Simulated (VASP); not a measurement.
# CeO2: single point with r2SCAN+D4

CeO2:

```
Ce O
1.0
     0.00000    2.71868    2.71868
     2.71868    0.00000    2.71868
     2.71868    2.71868    0.00000
Ce O
1 2
Direct
  0.00000 0.00000 0.00000
  0.25000 0.25000 0.25000
  0.75000 0.75000 0.75000
```

```json
{
 "Program": "VASP 6.6.1",
 "Task": "single point",
 "Functional": "r2SCAN",
 "Dispersion": "D4",
 "Potentials or basis": "VASP PAW PBE potentials, release 64 (Ce, O)",
 "Cutoff": "520 eV",
 "k mesh": "8 × 8 × 8",
 "Occupations": "gaussian, width 0.05 eV",
 "Spin": "no spin polarisation"
}
```

| Property | Result |
| --- | --- |
| Pressure | -1.4 GPa |
| Band gap on the k mesh | 2.16 eV (least direct gap 2.29 eV) |
| Dispersion energy per atom | -0.092 eV |

Levels at points of the mesh, in eV from the valence-band top:
```
           k point  band 10  band 11  band 12  band 13  band 14  band 15
(0.00, 0.00, 0.00)    -0.60    -0.60    -0.60     2.57     2.57     2.57
(0.50, 0.00, 0.00)    -1.20    -0.79    -0.79     2.16     2.39     2.39
(0.50, 0.50, 0.00)    -0.80    -0.80    -0.61     2.30     2.31     2.31
```

Run time: 3.8 min on 1 thread of Intel(R) Xeon(R) Platinum 8375C CPU @ 2.90GHz (Ice Lake) (shared host), peak memory 0.19 GiB.

Caveat: the PAW data sets were made with another functional, which shifts forces and pressure a little; spin-orbit coupling is left out, which moves the levels of the heavy elements. Spin polarisation is off, so any magnetic state and its effect on volume and gap are missing.
